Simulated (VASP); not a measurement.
A run of VASP 6.6.1:

File INCAR:

```
SYSTEM = C
PREC     = Accurate       ! precision mode
ENCUT    = 520            ! plane-wave cutoff, eV
EDIFF    = 1E-6           ! SCF threshold, eV
ISMEAR   = -1             ! smearing method
SIGMA    = 0.1            ! smearing width, eV
LREAL    = .FALSE.        ! projectors in reciprocal space
LASPH    = .TRUE.         ! aspherical terms in the spheres
NELM     = 100            ! most SCF steps
ALGO     = Normal         ! electronic algorithm
ISIF     = 2              ! what is computed and relaxed
LWAVE    = .FALSE.        ! write WAVECAR
LCHARG   = .FALSE.        ! write CHGCAR
GGA      = CA             ! functional
NBANDS   = 13             ! bands
```

The input KPOINTS:

```
regular mesh
0
G
  7 7 27
  0 0 0
```

File POSCAR:

```
C
1.0
    5.7701272633      0.0000000000      0.0000000000
   -2.8850636317      4.9970767931      0.0000000000
    0.0000000000      0.0000000000      1.2934879446
C
3
Direct
    0.0000000000      1.0000000000      0.0000000000
    0.3333333333      0.6666666667      0.5000000000
    0.6666666667      0.3333333333      0.5000000000
```

Potentials or basis: VASP PAW LDA potentials, release 64 (C).

Run with:

```sh
$ cat potpaw_LDA.64/C/POTCAR > POTCAR
$ mpirun -np 1 vasp_std > vasp.out
```

Hardware: 1 thread of Intel(R) Xeon(R) Platinum 8488C (Sapphire Rapids), on a shared host.

Estimate the wall time of this run.

Run time: 25 s on 1 thread of Intel(R) Xeon(R) Platinum 8488C (Sapphire Rapids) (shared host), peak memory 0.16 GiB. Counts: scf iterations 12, k points 112.
